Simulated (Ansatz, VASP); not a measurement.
**Ag: VASP beside Ansatz**

File INCAR:

```
  PREC = Accurate
  ENCUT = 520
  EDIFF = 1E-7
  ISMEAR = 0
  SIGMA = 0.024
  LREAL = F
  LASPH = T
  NELM = 60
  ALGO = Normal
  ISIF = 2
  LWAVE = F
  LCHARG = F
  GGA = PE
  NBANDS = 12
```

KPOINTS

```
Automatic mesh
0
Gamma
  11 11 11
```

File POSCAR:

```
Ag
1.0
    0.0000000000      2.0427500000      2.0427500000
    2.0427500000      0.0000000000      2.0427500000
    2.0427500000      2.0427500000      0.0000000000
Ag
1
Direct
    0.0000000000      0.0000000000      0.0000000000
```

The input input.yaml:

```yaml
crystal:
  lattice:
    - [0.0, 2.04275, 2.04275]
    - [2.04275, 0.0, 2.04275]
    - [2.04275, 2.04275, 0.0]
  atoms:
    - { symbol: Ag, position: [0.0, 0.0, 0.0] }
kpoints:
  mp_grid: { grid: [11, 11, 11] }
scf:
  occupations: { method: gaussian, width: 0.024 }
hamiltonian:
  xc: pbe
  pseudopotentials: { kind: all_electron, lapw: { basis_error: 0.001 } }
output:
  forces: true
  stress: true
  eigenvalues: true
```

Alike in both runs: task single point; functional PBE; k mesh 11 × 11 × 11; occupations gaussian, width 0.024 eV; no spin polarisation.

|  | VASP | Ansatz |
| --- | --- | --- |
| version | VASP 6.6.1 | Ansatz 0.2.0 |
| potentials or method | VASP PAW PBE potentials, release 64 (Ag), cutoff 520 eV | all-electron LAPW, scalar-relativistic |

VASP gave:

| Property | Result |
| --- | --- |
| gap on the k mesh at the Fermi level (eV) | none |
| pressure (GPa) | 4.1 |

Question: Estimate Ansatz's values.

Answer: gap on the k mesh at the Fermi level (eV): none; pressure (GPa): 4.3.

A gap of «none» marks a metal or a gap that the smearing closes. Ansatz ran all-electron here, and VASP with PAW potentials.
